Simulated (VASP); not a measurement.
# Si (I4/mmm) in VASP: notebook

Runs on Si. Level: PBEsol. Tasks: single point.

All numbers are computed with VASP 6.6.1; they aren't measurements. Logs are shortened: lines on timing, memory, paths and dates and some standing lists are left out, and cuts for length are marked.

### 1 The cell of the first run

Symmetry: I4/mmm, No. 139, tetragonal system. Conventional cell: a = 6.352 Å, b = 6.352 Å, c = 3.975 Å, α = 90.00°, β = 90.00°, γ = 90.00°. Si (site symmetry m2m) has 4 Si at 2.27 to 2.36 Å within 3.0 Å.

### 2 Single point, PBEsol (20.05 Å³/atom)

Input file INCAR:

```
PREC = Accurate
ENCUT = 520
EDIFF = 1E-6
ISMEAR = 0
SIGMA = 0.03
LREAL = False
LASPH = True
NELM = 60
ALGO = Normal
ISIF = 2
LWAVE = False
LCHARG = False
GGA = PS
NBANDS = 16
```

Input file KPOINTS:

```
regular mesh
0
Gamma
  12 12 12
```

Input file POSCAR:

```
Si
1.0
   -3.1757634514      3.1757634514      1.9877103442
    3.1757634514     -3.1757634514      1.9877103442
    3.1757634514      3.1757634514     -1.9877103442
Si
4
Direct
    0.1787304307      0.1787304307      0.3574608614
    0.8212695693      0.8212695693      0.6425391386
    0.1787304307      0.8212695693      0.0000000000
    0.8212695693      0.1787304307      0.0000000000
```

Potentials or basis: VASP PAW PBE potentials, release 64 (Si).

The run is started by

```console
cat potpaw_PBE.64/Si/POTCAR > POTCAR
mpirun -np 1 vasp_std > vasp.out
```

OUTCAR:

```text
PREC = Accurate
   ENCUT = 520
   EDIFF = 1E-6
   ISMEAR = 0
   LREAL = False
   LASPH = True
   NELM = 60
   ISIF = 2
   GGA = PS

 ion  position               nearest neighbor table
   1  0.179  0.179  0.357-   3 2.27   4 2.27   2 2.36   2 2.36
   2  0.821  0.821  0.643-   3 2.27   4 2.27   1 2.36   1 2.36
   3  0.179  0.821  0.000-   1 2.27   2 2.27   4 2.36   4 2.36
   4  0.821  0.179  0.000-   1 2.27   2 2.27   3 2.36   3 2.36

  LATTYP: Found a body centered tetragonal cell.
 ALAT       =     6.3515269028
 C/A-ratio  =     0.6259000000

  Lattice vectors:

 A1 = (  -3.1757634514,   3.1757634514,   1.9877103442)
 A2 = (   3.1757634514,  -3.1757634514,   1.9877103442)
 A3 = (   3.1757634514,   3.1757634514,  -1.9877103442)

Analysis of symmetry for initial positions (statically):
=====================================================================
 Subroutine PRICEL returns:
 Original cell was already a primitive cell.

 Routine SETGRP: Setting up the symmetry group for a
 body centered tetragonal supercell.

 Subroutine GETGRP returns: Found 16 space group operations
 (whereof 16 operations were pure point group operations)
 out of a pool of 16 trial point group operations.

The static configuration has the point symmetry D_4h.

Analysis of symmetry for dynamics (positions and initial velocities):
=====================================================================
 Subroutine PRICEL returns:
 Original cell was already a primitive cell.

 Routine SETGRP: Setting up the symmetry group for a
 body centered tetragonal supercell.

 Subroutine GETGRP returns: Found 16 space group operations
 (whereof 16 operations were pure point group operations)
 out of a pool of 16 trial point group operations.

The dynamic configuration has the point symmetry D_4h.

 Subroutine INISYM returns: Found 16 space group operations
 (whereof 16 operations are pure point group operations),
 and found     1 'primitive' translations

----------------------------------------------------------------------------------------

                                     Primitive cell

  volume of cell :      80.1880

  direct lattice vectors                    reciprocal lattice vectors
    -3.175763451  3.175763451  1.987710344     0.000000000  0.157442457  0.251545705
[... 90 lines left out ...]
   EDIFF  = 0.1E-05   stopping-criterion for ELM
   LREAL  =      F    real-space projection
   EDIFFG = 0.1E-04   stopping-criterion for IOM
   NSW    =      0    number of steps for IOM
   IBRION =     -1    ionic relax: 0-MD 1-quasi-New 2-CG
   NFREE  =      0    steps in history (QN), initial steepest desc. (CG)
   ISIF   =      2    stress and relaxation
   ISYM   =      2    0-nonsym 1-usesym 2-fastsym
   POTIM  = 0.5000    time-step for ionic-motion
   TEBEG  =    0.0;   TEEND  =   0.0 temperature during run
   PSTRESS=    0.0 pullay stress
   NELECT =      16.0000    total number of electrons
   NUPDOWN=      -1.0000    fix difference up-down
   EMIN   =  10.00;   EMAX   =-10.00  energy-range for DOS
   EFERMI =   0.00;   METHOD = LEGACY
   ISMEAR =     0;   SIGMA  =   0.03  broadening in eV -4-tet -1-fermi 0-gaus
   EFERMI_NEDOS =   21; number of points for ismear=-14 and -15
   IALGO  =     38    algorithm
   IMIX   =      4    mixing-type and parameters
     AMIX     =   0.40;   BMIX     =  1.00
     AMIX_MAG =   1.60;   BMIX_MAG =  1.00
  volume/ion in A,a.u.               =      20.05       135.28
  Fermi-wavevector in a.u.,A,eV,Ry     =   0.956632  1.807773 12.451308  0.915145
  Thomas-Fermi vector in A             =   2.085578
   LORBIT       =      0    0 simple, 1 ext, 2 COOP (PROOUT), +10 PAW based schemes
   GGA     = PS    functional components
   LHFCALC =     F    Hartree Fock is set to
   AEXX    =    0.0000 exact exchange contribution
   IVDW    =     0    specifies the selected vdW correction
   LEPSILON=     F    determine dielectric tensor
   LRPA    =     F    only Hartree local field effects (RPA)
 non-spin polarized calculation
 Gauss-broadening in eV      SIGMA  =   0.03
  energy-cutoff  :      520.00
  volume of cell :       80.19
 maximum number of plane-waves:      2192
 NGX is ok and might be reduce to    40
   NGX = 19   NGY = 19   NGZ = 19

 number of electron      16.0000000 magnetization

 Free energy of the ion-electron system (eV)
  ---------------------------------------------------
  ext. energy  EPLUGINS =         0.00000000
  ---------------------------------------------------
  free energy    TOTEN  =       -22.26601634 eV

  energy without entropy =      -22.26582610  energy(sigma->0) =      -22.26592122

 E-fermi :   5.8904     XC(G=0):  -9.4710

 val. band max:        5.8823532007   @ k =  -0.4167   0.5000   0.4167
 cond. band min:       5.8907343145   @ k =   0.5000   0.5000   0.2500
 fundamental gap:      0.0083811138
 Fermi energy:         5.8904308644

 k-point     1 :       0.0000    0.0000    0.0000
  band No.  band energies     occupation
      1      -6.5318      2.00000
      2      -1.3528      2.00000
      3       0.2726      2.00000
      4       0.2726      2.00000
      5       1.8869      2.00000
      6       4.1181      2.00000
[... 433 lines left out ...]
      3      -1.0362      2.00000
      4       1.0150      2.00000
      5       1.8298      2.00000
      6       3.0812      2.00000
[... 8 lines left out ...]
     15      12.0110      0.00000
     16      12.1050      0.00000

 [... further k-points ...]

------------------------ aborting loop because EDIFF is reached ----------------------------------------

  FORCE on cell =-STRESS in cart. coord.  units (eV):
  Direction    XX          YY          ZZ          XY          YZ          ZX
  --------------------------------------------------------------------------------------
  -------------------------------------------------------------------------------------
  Total        5.4029799      5.4029799     -2.2260049      0.0000000      0.0000000      0.0000000
  in kB      107.9529588    107.9529588    -44.4761636      0.0000000      0.0000000      0.0000000
  external PRESSURE =      57.1432513 kB  Pullay stress =       0.0000000 kB

 VOLUME and BASIS-vectors are now :
 -----------------------------------------------------------------------------
  energy-cutoff  :      520.00
  volume of cell :       80.19
      direct lattice vectors                 reciprocal lattice vectors
    -3.175763451  3.175763451  1.987710344     0.000000000  0.157442457  0.251545705
     3.175763451 -3.175763451  1.987710344     0.157442457  0.000000000  0.251545705
     3.175763451  3.175763451 -1.987710344     0.157442457  0.157442457  0.000000000

 POSITION                                       TOTAL-FORCE (eV/Angst)
 -----------------------------------------------------------------------------------
      1.13521      1.13521      0.00000         0.935296      0.935296     -0.000000
      2.04055      2.04055      1.98771        -0.935296     -0.935296     -0.000000
      2.04055     -2.04055      1.98771        -0.935296      0.935296      0.000000
     -2.04055      2.04055      1.98771         0.935296     -0.935296      0.000000
 -----------------------------------------------------------------------------------
    total drift:                               -0.000000     -0.000000      0.000000

  FREE ENERGIE OF THE ION-ELECTRON SYSTEM (eV)
  ---------------------------------------------------
  free  energy   TOTEN  =       -22.2660163399 eV

  energy  without entropy=      -22.2658261049  energy(sigma->0) =      -22.26592122
```

Wall time 3.6 min (1 thread of Intel Xeon 8259CL, shared host); peak memory 0.32 GiB.

What came out:

| Property | Result |
| --- | --- |
| Free energy | -22.2660 eV |
| Pressure | 5.7 GPa |
| Largest force | 1.323 eV/Å |
| Band gap on the k mesh | zero (bands 8 and 9 overlap by 0.31 eV) |

Forces in eV/Å, atoms in the order of the input:
```
Si   0.935  0.935  0.000
Si  -0.935 -0.935  0.000
Si  -0.935  0.935  0.000
Si   0.935 -0.935  0.000
```

Caveat: the stress differs along the axes, from -4 to 11 GPa; semilocal functionals underestimate gaps, and a narrow one can read as zero; the PAW data sets were made with another functional, which shifts forces and pressure a little.

### 3 Single point, PBEsol (20.61 Å³/atom)

This run uses another cell than the first one, of 20.61 Å³/atom.

Input file INCAR:

```
  PREC = Accurate
  ENCUT = 520
  EDIFF = 1E-6
  ISMEAR = 0
  SIGMA = 0.03
  LREAL = False
  LASPH = True
  NELM = 80
  ALGO = Normal
  ISIF = 2
  LWAVE = False
  LCHARG = True
  GGA = PS
  LELF = True
  LVHAR = True
  NBANDS = 16
```

Input file KPOINTS:

```
Automatic mesh
0
Gamma
  12 12 12
```

Input file POSCAR:

```
Si
1.0
   -3.1627769952      3.1627769952      2.0605492124
    3.1627769952     -3.1627769952      2.0605492124
    3.1627769952      3.1627769952     -2.0605492124
Si
4
Direct
    0.1787304307      0.1787304307      0.3574608614
    0.8212695693      0.8212695693      0.6425391386
    0.1787304307      0.8212695693      0.0000000000
    0.8212695693      0.1787304307      0.0000000000
```

Potentials or basis: VASP PAW PBE potentials, release 64 (Si).

The run is started by

```console
cat potpaw_PBE.64/Si/POTCAR > POTCAR
mpirun -np 1 vasp_std > vasp.out
```

Run time: 3.7 min. Hardware: 1 thread of Intel Xeon 8259CL, shared host; peak memory 0.33 GiB.

Results (log left out):

```yaml
Free_energy: -22.0837 eV
Pressure: 3.4 GPa
Largest_force: 1.773 eV/Å
Band_gap_on_the_k_mesh: zero (bands 8 and 9 overlap by 0.44 eV)
```

Forces in eV/Å, atoms in the order of the input:
```
Si   1.254  1.254  0.000
Si  -1.254 -1.254  0.000
Si  -1.254  1.254  0.000
Si   1.254 -1.254  0.000
```

Stress tensor (GPa, compression positive):
```
 10.40   0.00   0.00
  0.00  10.40   0.00
  0.00   0.00 -10.50
```

Levels at points of the mesh, in eV from the Fermi level:
```tsv
k point	band 4	band 5	band 6	band 7	band 8	band 9	band 10	band 11	band 12	band 13
(0.00, 0.00, 0.00)	-5.49	-3.86	-1.75	-1.75	-0.73	0.56	1.32	1.32	3.07	3.07
(0.50, 0.00, 0.00)	-5.61	-4.30	-3.47	-2.41	-0.81	1.09	3.13	3.38	3.73	5.07
(0.50, 0.50, 0.00)	-4.91	-2.58	-2.54	-1.99	-1.17	0.87	1.30	2.20	4.17	4.70
(0.50, 0.50, 0.50)	-5.04	-3.67	-0.68	-0.06	0.34	0.34	2.86	4.09	4.09	4.83
```

Caveat: the stress differs along the axes, from -10 to 10 GPa; semilocal functionals underestimate gaps, and a narrow one can read as zero; the PAW data sets were made with another functional, which shifts forces and pressure a little.

[end of part 1 of 2]

The gap in the log of VASP goes by the Fermi energy; the results here count the filled bands.